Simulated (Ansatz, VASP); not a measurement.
## One calculation of LiCl, two programs

The input INCAR:

```
SYSTEM = LiCl
PREC     = Accurate       ! precision mode
ENCUT    = 520            ! plane-wave cutoff, eV
EDIFF    = 1E-7           ! SCF threshold, eV
ISMEAR   = 0              ! smearing method
SIGMA    = 0.02           ! smearing width, eV
LREAL    = .False.        ! projectors in reciprocal space
LASPH    = .True.         ! aspherical terms in the spheres
NELM     = 60             ! most SCF steps
ALGO     = Normal         ! electronic algorithm
ISIF     = 2              ! what is computed and relaxed
LWAVE    = .False.        ! write WAVECAR
LCHARG   = .False.        ! write CHGCAR
GGA      = PS             ! functional
NBANDS   = 12             ! bands
```

Contents of KPOINTS:

```
Automatic mesh
0
Gamma
  8 8 8
  0 0 0
```

File POSCAR:

```
LiCl
1.0
    0.0000000000      2.4729415920      2.4729415920
    2.4729415920      0.0000000000      2.4729415920
    2.4729415920      2.4729415920      0.0000000000
Li Cl
1 1
Direct
    0.0000000000      0.0000000000      0.0000000000
    0.5000000000      0.5000000000      0.5000000000
```

Input for Ansatz:

```yaml
crystal:
  lattice:
    - [0.0, 2.472941592, 2.472941592]
    - [2.472941592, 0.0, 2.472941592]
    - [2.472941592, 2.472941592, 0.0]
  atoms:
    - { symbol: Li, position: [0.0, 0.0, 0.0] }
    - { symbol: Cl, position: [0.5, 0.5, 0.5] }
basis:
  ecutwfc: 420
kpoints:
  mp_grid: { grid: [8, 8, 8] }
hamiltonian:
  xc: pbesol
scf:
  occupations: { method: gaussian, width: 0.02 }
output:
  forces: true
  stress: true
  eigenvalues: true
```

Alike in both runs: task single point; functional PBEsol; k mesh 8 × 8 × 8; occupations gaussian, width 0.02 eV; no spin polarisation.

|  | VASP | Ansatz |
| --- | --- | --- |
| version | VASP 6.6.1 | Ansatz 0.2.0 |
| potentials or method | VASP PAW PBE potentials, release 64 (Li_sv, Cl), cutoff 520 eV | scalar-relativistic, plane waves, PAW |
| valence electrons in the cell | 10 | 10 |

|  | VASP | Ansatz | Ansatz less VASP |
| --- | --- | --- | --- |
| gap on the k mesh at the Fermi level (eV) | 6.66 | 6.64 | -0.024 |
| least direct gap on the mesh (eV) | 6.81 | 6.80 | -0.011 |

VASP's potentials were made for PBE, not for PBEsol.

Noted on VASP's run: the cutoff is short for stress, so the pressure is rough.
